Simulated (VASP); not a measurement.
# Si (I4_1/amd) in VASP: notebook, part 2 of 2

VASP 6.6.1. Earlier steps stand in the parts before.

**3. Single point, PBEsol**

File INCAR:

```
SYSTEM = Si
PREC = Accurate ; ENCUT = 520
EDIFF = 1E-6 ; ISMEAR = 0
SIGMA = 0.02 ; LREAL = .False.
LASPH = .True. ; NELM = 80
ALGO = Normal ; ISIF = 2
LWAVE = .False. ; LCHARG = .False.
GGA = PS ; NBANDS = 16
```

File KPOINTS:

```
regular mesh
0
Gamma
  8 8 4
  0 0 0
```

File POSCAR:

```
Si
1.0
    3.2008762645     -1.9341044126      0.9871488616
    3.2008762645      1.9341044126      0.9871488616
    0.2715967688      0.0000000000      6.6937372018
Si
4
Direct
    0.0625006497      0.5625006498      0.8124996195
    0.4374993502      0.9374993502      0.6875003805
    0.9374993502      0.4374993503      0.1875003805
    0.5625006497      0.0625006497      0.3124996195
```

Potentials or basis: VASP PAW PBE potentials, release 64 (Si).

The run is started by

```
$ cat potpaw_PBE.64/Si/POTCAR > POTCAR
$ mpirun -np 1 vasp_std > vasp.out
```

OUTCAR:

```text
SYSTEM = Si
   PREC = Accurate
   ENCUT = 520
   EDIFF = 1E-6
   ISMEAR = 0
   LREAL = .False.
   LASPH = .True.
   NELM = 80
   ISIF = 2
   GGA = PS

 ion  position               nearest neighbor table
   1  0.063  0.563  0.812-   2 2.37   3 2.37   2 2.37   2 2.37
   2  0.437  0.937  0.688-   1 2.37   4 2.37   1 2.37   1 2.37
   3  0.937  0.437  0.188-   4 2.37   1 2.37   4 2.37   4 2.37
   4  0.563  0.063  0.312-   3 2.37   2 2.37   3 2.37   3 2.37

  LATTYP: Found a base centered monoclinic cell.
 ALAT       =     6.6992751057
 B/A-ratio  =     0.5774070723
 C/A-ratio  =     0.9999954946
 COS(beta)  =    -0.3332018089

  Lattice vectors:

 A1 = (  -3.2008762645,   1.9341044126,  -0.9871488616)
 A2 = (  -3.2008762645,  -1.9341044126,  -0.9871488616)
 A3 = (   0.2715967688,   0.0000000000,   6.6937372018)

Analysis of symmetry for initial positions (statically):
=====================================================================
 Subroutine PRICEL returns following result:

  LATTYP: Found a body centered tetragonal cell.
 ALAT       =     3.8682088256
 C/A-ratio  =     1.4140015057

  Lattice vectors:

 A1 = (  -3.2008762645,  -1.9341044126,  -0.9871488616)
 A2 = (  -0.1357983841,   1.9341044128,  -3.3468686008)
 A3 = (   3.2008762639,  -1.9341044130,   0.9871488614)

   2 primitive cells build up your supercell.

 Routine SETGRP: Setting up the symmetry group for a
 base centered monoclinic supercell.

 Subroutine GETGRP returns: Found  4 space group operations
 (whereof  2 operations were pure point group operations)
 out of a pool of  4 trial point group operations.

The static configuration has the point symmetry S_2 .
 The point group associated with its full space group is C_2h.

Analysis of symmetry for dynamics (positions and initial velocities):
=====================================================================
 Subroutine PRICEL returns following result:

  LATTYP: Found a body centered tetragonal cell.
 ALAT       =     3.8682088256
 C/A-ratio  =     1.4140015057

  Lattice vectors:

 A1 = (  -3.2008762645,  -1.9341044126,  -0.9871488616)
 A2 = (  -0.1357983841,   1.9341044128,  -3.3468686008)
 A3 = (   3.2008762639,  -1.9341044130,   0.9871488614)

   2 primitive cells build up your supercell.

 Routine SETGRP: Setting up the symmetry group for a
 base centered monoclinic supercell.

 Subroutine GETGRP returns: Found  4 space group operations
 (whereof  2 operations were pure point group operations)
 out of a pool of  4 trial point group operations.

The dynamic configuration has the point symmetry S_2 .
 The point group associated with its full space group is C_2h.

 Subroutine INISYM returns: Found  4 space group operations
 (whereof  2 operations are pure point group operations),
 and found     2 'primitive' translations

----------------------------------------------------------------------------------------

                                     Primitive cell

  volume of cell :      40.9212

  direct lattice vectors                    reciprocal lattice vectors
    -3.200876265 -1.934104413 -0.987148862    -0.111529974 -0.258517584 -0.144868074
[... 40 lines left out ...]

 Following reciprocal coordinates:
            Coordinates               Weight
  0.000000  0.000000  0.000000      1.000000
  0.125000 -0.000000  0.000000      4.000000
  0.250000 -0.000000  0.000000      4.000000
  0.375000  0.000000  0.000000      4.000000
  0.500000 -0.000000  0.000000      2.000000
  0.125000  0.125000 -0.000000      2.000000
[... 16 lines left out ...]
  0.125000 -0.000000  0.250000      4.000000
  0.250000 -0.000000  0.250000      4.000000
 [... further k-points ...]
   k-points           NKPTS =     78   k-points in BZ     NKDIM =     78   number of bands    NBANDS=     16
   number of dos      NEDOS =    301   number of ions     NIONS =      4
   total plane-waves  NPLWV =  45000
   dimension x,y,z NGX =    30 NGY =   30 NGZ =   50
   dimension x,y,z NGXF=    60 NGYF=   60 NGZF=  100
   ions per type =               4
   NGX,Y,Z   is equivalent  to a cutoff of  12.89, 12.89, 12.41 a.u.
   NGXF,Y,Z  is equivalent  to a cutoff of  25.79, 25.79, 24.82 a.u.
 SYSTEM =  Si
   PREC   = accura    normal or accurate (medium, high low for compatibility)
   ISTART =      0    job   : 0-new  1-cont  2-samecut
   ICHARG =      2    charge: 1-file 2-atom 10-const
   ISPIN  =      1    spin polarized calculation?
   LNONCOLLINEAR =      F non collinear calculations
   LSORBIT =      F    spin-orbit coupling
   LASPH  =      T    aspherical Exc in radial PAW
   ENCUT  =  520.0 eV  38.22 Ry    6.18 a.u.   7.19  7.19 12.46*2*pi/ulx,y,z
   NELM   =     80;   NELMIN=  2; NELMDL= -5     # of ELM steps
   EDIFF  = 0.1E-05   stopping-criterion for ELM
   LREAL  =      F    real-space projection
   EDIFFG = 0.1E-04   stopping-criterion for IOM
   NSW    =      0    number of steps for IOM
   IBRION =     -1    ionic relax: 0-MD 1-quasi-New 2-CG
   NFREE  =      0    steps in history (QN), initial steepest desc. (CG)
   ISIF   =      2    stress and relaxation
   ISYM   =      2    0-nonsym 1-usesym 2-fastsym
   POTIM  = 0.5000    time-step for ionic-motion
   TEBEG  =    0.0;   TEEND  =   0.0 temperature during run
   PSTRESS=    0.0 pullay stress
   NELECT =      16.0000    total number of electrons
   NUPDOWN=      -1.0000    fix difference up-down
   EMIN   =  10.00;   EMAX   =-10.00  energy-range for DOS
   EFERMI =   0.00;   METHOD = LEGACY
   ISMEAR =     0;   SIGMA  =   0.02  broadening in eV -4-tet -1-fermi 0-gaus
   EFERMI_NEDOS =   21; number of points for ismear=-14 and -15
   IALGO  =     38    algorithm
   IMIX   =      4    mixing-type and parameters
     AMIX     =   0.40;   BMIX     =  1.00
     AMIX_MAG =   1.60;   BMIX_MAG =  1.00
  volume/ion in A,a.u.               =      20.46       138.08
  Fermi-wavevector in a.u.,A,eV,Ry     =   0.950142  1.795508 12.282933  0.902770
  Thomas-Fermi vector in A             =   2.078491
   LORBIT       =      0    0 simple, 1 ext, 2 COOP (PROOUT), +10 PAW based schemes
   GGA     = PS    functional components
   LHFCALC =     F    Hartree Fock is set to
   AEXX    =    0.0000 exact exchange contribution
   IVDW    =     0    specifies the selected vdW correction
   LEPSILON=     F    determine dielectric tensor
   LRPA    =     F    only Hartree local field effects (RPA)
 non-spin polarized calculation
 Gauss-broadening in eV      SIGMA  =   0.02
  energy-cutoff  :      520.00
  volume of cell :       81.84
 maximum number of plane-waves:      2229
 NGX is ok and might be reduce to    30
   NGX = 15   NGY = 15   NGZ = 25

 number of electron      16.0000000 magnetization

 Free energy of the ion-electron system (eV)
  ---------------------------------------------------
  ext. energy  EPLUGINS =         0.00000000
  ---------------------------------------------------
  free energy    TOTEN  =       -22.97370361 eV

  energy without entropy =      -22.97370361  energy(sigma->0) =      -22.97370361

 E-fermi :   5.7165     XC(G=0):  -9.4702

 val. band max:        5.5733320526   @ k =   0.0000   0.0000   0.0000
 cond. band min:       6.1095712981   @ k =  -0.3750  -0.3750   0.2500
 fundamental gap:      0.5362392455
 Fermi energy:         5.7164915948

 k-point     1 :       0.0000    0.0000    0.0000
  band No.  band energies     occupation
      1      -6.2692      2.00000
      2      -3.9742      2.00000
      3      -1.3409      2.00000
      4       4.3874      2.00000
      5       4.3888      2.00000
      6       5.5722      2.00000
[... 433 lines left out ...]
      3      -0.7701      2.00000
      4       1.6599      2.00000
      5       2.0638      2.00000
      6       3.3944      2.00000
[... 8 lines left out ...]
     15      11.3959      0.00000
     16      12.2450      0.00000

 [... further k-points ...]

------------------------ aborting loop because EDIFF is reached ----------------------------------------

  FORCE on cell =-STRESS in cart. coord.  units (eV):
  Direction    XX          YY          ZZ          XY          YZ          ZX
  --------------------------------------------------------------------------------------
  -------------------------------------------------------------------------------------
  Total       -0.8640410     -0.8654997     -0.8843861      0.0000000      0.0000000      0.0106953
  in kB      -16.9147738    -16.9433300    -17.3130570      0.0000000      0.0000000      0.2093756
  external PRESSURE =     -17.0570536 kB  Pullay stress =       0.0000000 kB

 VOLUME and BASIS-vectors are now :
 -----------------------------------------------------------------------------
  energy-cutoff  :      520.00
  volume of cell :       81.84
      direct lattice vectors                 reciprocal lattice vectors
     3.200876265 -1.934104413  0.987148862     0.158186653 -0.258517584 -0.006418385
     3.200876265  1.934104413  0.987148862     0.158186653  0.258517584 -0.006418385
     0.271596769  0.000000000  6.693737202    -0.046656679  0.000000000  0.151286460

 POSITION                                       TOTAL-FORCE (eV/Angst)
 -----------------------------------------------------------------------------------
      2.22122      0.96705      6.05563         0.000983      0.000000     -0.000157
      4.58792      0.96705      5.95928        -0.000983      0.000000      0.000157
      4.45213     -0.96705      2.61241        -0.000983      0.000000      0.000157
      2.08543     -0.96705      2.70876         0.000983      0.000000     -0.000157
 -----------------------------------------------------------------------------------
    total drift:                                0.000000      0.000000      0.000000

  FREE ENERGIE OF THE ION-ELECTRON SYSTEM (eV)
  ---------------------------------------------------
  free  energy   TOTEN  =       -22.9737036108 eV

  energy  without entropy=      -22.9737036108  energy(sigma->0) =      -22.97370361
```

OSZICAR:

```text
N       E                     dE             d eps       ncg     rms          rms(c)
DAV:   1     0.249769386283E+02    0.24977E+02   -0.59841E+03  2496   0.821E+02
DAV:   2    -0.215250526345E+02   -0.46502E+02   -0.42076E+02  3424   0.119E+02
DAV:   3    -0.233747789417E+02   -0.18497E+01   -0.18379E+01  3416   0.226E+01
DAV:   4    -0.233949915702E+02   -0.20213E-01   -0.20209E-01  3104   0.307E+00
DAV:   5    -0.233953341250E+02   -0.34255E-03   -0.34254E-03  3408   0.376E-01    0.684E+00
DAV:   6    -0.231059243275E+02    0.28941E+00   -0.10648E-01  3024   0.152E+00    0.409E+00
DAV:   7    -0.229723072737E+02    0.13362E+00   -0.21297E-01  2912   0.221E+00    0.226E-01
DAV:   8    -0.229735024614E+02   -0.11952E-02   -0.15532E-02  3024   0.630E-01    0.992E-02
DAV:   9    -0.229736515154E+02   -0.14905E-03   -0.40490E-04  3408   0.116E-01    0.750E-02
DAV:  10    -0.229737042416E+02   -0.52726E-04   -0.90517E-05  3016   0.475E-02    0.292E-02
DAV:  11    -0.229737036108E+02    0.63078E-06   -0.16770E-06  3080   0.755E-03
   1 F= -.22973704E+02 E0= -.22973704E+02  d E =-.478767E-26
```

stdout:

```text
POSCAR found type information on POSCAR Si
 POSCAR found :  1 types and       4 ions
 scaLAPACK will be used
 -----------------------------------------------------------------------------
|                                                                             |
|                                                                             |
|     You enforced a specific xc type in the INCAR file but a different       |
|     I HOPE YOU KNOW WHAT YOU ARE DOING!                                     |
|                                                                             |
 -----------------------------------------------------------------------------

 LDA part: xc-table for (Slater+PW92), standard interpolation
 POSCAR, INCAR and KPOINTS ok, starting setup
 FFT: planning ... GRIDC
 FFT: planning ... GRID_SOFT
 FFT: planning ... GRID
 WAVECAR not read
 entering main loop
```

Run time: 1.7 min. Hardware: 1 thread of Intel Xeon 8259CL, shared host; peak memory 0.23 GiB.

Results:

```
Free energy            : -22.9737 eV
Pressure               : -1.7 GPa
Band gap on the k mesh : 0.54 eV
```

Caveat: the PAW data sets were made with another functional, which shifts forces and pressure a little.

**4. Single point, PBE (21.07 Å³/atom)**

This run uses another cell than the first one, of 21.07 Å³/atom.

File INCAR:

```
SYSTEM = Si
  PREC = Accurate
  ENCUT = 520
  EDIFF = 1E-7
  ISMEAR = 0
  SIGMA = 0.02
  LREAL = .FALSE.
  LASPH = .TRUE.
  NELM = 100
  ALGO = Normal
  ISIF = 2
  LWAVE = .FALSE.
  LCHARG = .TRUE.
  GGA = PE
  LELF = .TRUE.
  LVHAR = .TRUE.
  NBANDS = 16
```

File KPOINTS:

```
regular mesh
0
G
  8 8 4
  0 0 0
```

File POSCAR:

```
Si
1.0
    3.2325701699     -1.9532552067      0.9969232484
    3.2325701699      1.9532552067      0.9969232484
    0.2742860206      0.0000000000      6.7600161380
Si
4
Direct
    0.0625006497      0.5625006498      0.8124996195
    0.4374993502      0.9374993502      0.6875003805
    0.9374993502      0.4374993502      0.1875003805
    0.5625006497      0.0625006497      0.3124996195
```

The run is started by

```
$ cat potpaw_PBE.64/Si/POTCAR > POTCAR
$ mpirun -np 1 vasp_std > vasp.out
```

Wall time 2.5 min (1 thread of Intel Xeon 8259CL, shared host); peak memory 0.23 GiB.

Results (log left out):

```
Free energy            : -21.6750 eV
Pressure               : -2.5 GPa
Band gap on the k mesh : 0.70 eV
```

Levels at points of the mesh, in eV from the valence-band top:
| k point | band 4 | band 5 | band 6 | band 7 | band 8 | band 9 | band 10 | band 11 | band 12 | band 13 |
| --- | --- | --- | --- | --- | --- | --- | --- | --- | --- | --- |
| (0.00, 0.00, 0.00) | -1.15 | -1.15 | 0.00 | 0.00 | 0.00 | 1.36 | 2.54 | 2.54 | 2.54 | 2.79 |
| (0.50, 0.00, 0.00) | -6.25 | -3.37 | -3.37 | -2.10 | -2.10 | 1.57 | 1.57 | 4.40 | 4.40 | 5.50 |
| (0.50, 0.50, 0.00) | -6.73 | -2.72 | -2.72 | -1.15 | -1.15 | 0.81 | 0.81 | 1.36 | 3.36 | 3.36 |
| (0.00, 0.00, 0.50) | -3.84 | -0.73 | -0.73 | -0.73 | -0.73 | 1.85 | 1.85 | 3.46 | 3.46 | 3.46 |
| (0.50, 0.00, 0.50) | -6.73 | -2.72 | -2.72 | -1.15 | -1.15 | 0.81 | 0.81 | 1.36 | 3.36 | 3.36 |
| (0.50, 0.50, 0.50) | -6.25 | -3.36 | -3.36 | -2.10 | -2.10 | 1.57 | 1.57 | 4.40 | 4.40 | 5.50 |

**5. Single point, PBE (21.69 Å³/atom)**

This run uses another cell than the first one, of 21.69 Å³/atom.

File INCAR:

```
SYSTEM = Si
ALGO = Normal
EDIFF = 1E-6
ENCUT = 520
GGA = PE
ISIF = 2
ISMEAR = 0
LASPH = .TRUE.
LCHARG = .FALSE.
LREAL = .FALSE.
LWAVE = .FALSE.
NBANDS = 16
NELM = 60
PREC = Accurate
SIGMA = 0.02
```

File KPOINTS:

```
k-points
0
G
  8 8 4
  0 0 0
```

File POSCAR:

```
Si
1.0
    3.2636544823     -1.9720376590      1.0065096369
    3.2636544823      1.9720376590      1.0065096369
    0.2769235480      0.0000000000      6.8250202809
Si
4
Direct
    0.0625006498      0.5625006498      0.8124996195
    0.4374993502      0.9374993502      0.6875003805
    0.9374993502      0.4374993502      0.1875003805
    0.5625006498      0.0625006498      0.3124996195
```

The run is started by

```
$ cat potpaw_PBE.64/Si/POTCAR > POTCAR
$ mpirun -np 1 vasp_std > vasp.out
```

Wall time 2.1 min (1 thread of Intel Xeon 8259CL, shared host); peak memory 0.24 GiB.

Results (log left out):

```
Free energy            : -21.6199 eV
Pressure               : -4.6 GPa
Band gap on the k mesh : 0.74 eV
```

Levels at points of the mesh, in eV from the valence-band top:
```
           k point  band 4  band 5  band 6  band 7  band 8  band 9  band 10  band 11  band 12  band 13
(0.00, 0.00, 0.00)   -1.13   -1.13    0.00    0.00    0.00    1.26     2.48     2.53     2.53     2.53
(0.50, 0.00, 0.00)   -6.18   -3.27   -3.27   -2.04   -2.04    1.59     1.59     4.37     4.37     5.38
(0.50, 0.50, 0.00)   -6.61   -2.64   -2.64   -1.13   -1.13    0.86     0.86     1.26     3.37     3.37
(0.00, 0.00, 0.50)   -3.79   -0.71   -0.71   -0.71   -0.71    1.75     1.75     3.44     3.44     3.44
(0.50, 0.00, 0.50)   -6.61   -2.64   -2.64   -1.13   -1.13    0.86     0.86     1.26     3.36     3.37
(0.50, 0.50, 0.50)   -6.18   -3.27   -3.27   -2.04   -2.04    1.59     1.59     4.37     4.37     5.38
```

Caveat: the cell stands under tension.

**6. Single point, PBE (22.51 Å³/atom)**

This run uses another cell than the first one, of 22.51 Å³/atom.

File INCAR:

```
SYSTEM = Si
PREC     = Accurate       ! precision mode
ENCUT    = 520            ! plane-wave cutoff, eV
EDIFF    = 1E-7           ! SCF threshold, eV
ISMEAR   = 0              ! smearing method
SIGMA    = 0.02           ! smearing width, eV
LREAL    = .FALSE.        ! projectors in reciprocal space
LASPH    = .TRUE.         ! aspherical terms in the spheres
NELM     = 100            ! most SCF steps
ALGO     = Normal         ! electronic algorithm
ISIF     = 2              ! what is computed and relaxed
LWAVE    = .FALSE.        ! write WAVECAR
LCHARG   = .TRUE.         ! write CHGCAR
GGA      = PE             ! functional
LELF     = .TRUE.         ! ELF
LVHAR    = .TRUE.       
NBANDS   = 16             ! bands
```

File KPOINTS:

```
regular mesh
0
G
  8 8 4
  0 0 0
```

File POSCAR:

```
Si
1.0
    3.3042009199     -1.9965375263      1.0190141408
    3.3042009199      1.9965375263      1.0190141408
    0.2803639439      0.0000000000      6.9098118115
Si
4
Direct
    0.0625006498      0.5625006498      0.8124996195
    0.4374993502      0.9374993502      0.6875003805
    0.9374993502      0.4374993502      0.1875003805
    0.5625006498      0.0625006498      0.3124996195
```

Potentials or basis: VASP PAW PBE potentials, release 64 (Si).

The run is started by

```
$ cat potpaw_PBE.64/Si/POTCAR > POTCAR
$ mpirun -np 1 vasp_std > vasp.out
```

It took 2.5 min on 1 thread of Intel Xeon 8259CL, shared host; peak memory 0.25 GiB.

The run converged. Its results:

* Free energy: -21.5011 eV
* Pressure: -6.9 GPa
* Band gap on the k mesh: 0.79 eV

Levels at points of the mesh, in eV from the valence-band top:
```tsv
k point	band 6	band 7	band 8	band 9	band 10	band 11
(0.00, 0.00, 0.00)	0.00	0.00	0.00	1.13	2.08	2.51
(0.50, 0.00, 0.00)	-3.16	-1.97	-1.97	1.61	1.61	4.31
(0.50, 0.50, 0.00)	-2.55	-1.10	-1.09	0.91	0.91	1.13
(0.00, 0.00, 0.50)	-0.69	-0.69	-0.69	1.61	1.61	3.40
(0.50, 0.00, 0.50)	-2.55	-1.10	-1.09	0.92	0.92	1.13
(0.50, 0.50, 0.50)	-3.16	-1.97	-1.97	1.61	1.61	4.31
```

Caveat: the cell stands under tension. A k mesh can miss the band edges.

**7. Overview**

```csv
level,cell,gap on the mesh (eV),pressure (GPa)
PBE,"a = 3.868, b = 3.868, c = 6.699 Å, angles 73.2, 73.2, 60.0°, 4 atoms",0.65,-0.1
PBEsol,"a = 3.868, b = 3.868, c = 6.699 Å, angles 73.2, 73.2, 60.0°, 4 atoms",0.54,-1.7
PBE,"a = 3.906, b = 3.906, c = 6.766 Å, angles 73.2, 73.2, 60.0°, 4 atoms",0.70,-2.5
PBE,"a = 3.944, b = 3.944, c = 6.831 Å, angles 73.2, 73.2, 60.0°, 4 atoms",0.74,-4.6
PBE,"a = 3.993, b = 3.993, c = 6.915 Å, angles 73.2, 73.2, 60.0°, 4 atoms",0.79,-6.9
```

Alike in all rows: task single point; potentials or basis VASP PAW PBE potentials, release 64 (Si); no spin polarisation; k mesh 8 × 8 × 4; cutoff (eV) 520; smearing gaussian 0.02 eV.

Caveats: the cell stands under tension (at least some runs); the PAW data sets were made with another functional, which shifts forces and pressure a little (at least some runs).

Total energies depend on the potentials used, so only differences within one code and one set of settings carry meaning.
